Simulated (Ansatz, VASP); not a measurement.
# One calculation of Ta, two programs

```
Ta
1.0
    -1.60174    1.65128    1.65128
     1.65128   -1.60174    1.65128
     1.65128    1.65128   -1.60174
Ta
1
Direct
  0.00000 0.00000 0.00000
```

Change from the starting cell: equal xy, yz and zx shear strains of +3 %.

Alike in both runs: task single point; functional PBEsol; k mesh 17 × 17 × 17; occupations fermi-dirac, width 0.08 eV; no spin polarisation.

```csv
,VASP,Ansatz
version,VASP 6.6.1,Ansatz 0.2.0
potentials or method,"VASP PAW PBE potentials, release 64 (Ta_pv), cutoff 520 eV","all-electron LAPW, scalar-relativistic"
```

|  | VASP | Ansatz | Ansatz less VASP |
| --- | --- | --- | --- |
| pressure (GPa) | -3.3 | -3.5 | -0.22 |
| traceless stress, the component that is largest in VASP (GPa) | -2.25 | -2.22 | +0.026 |

VASP's potentials were made for PBE, not for PBEsol. Ansatz ran all-electron here, and VASP with PAW potentials.

Neither program's run includes spin-orbit coupling.
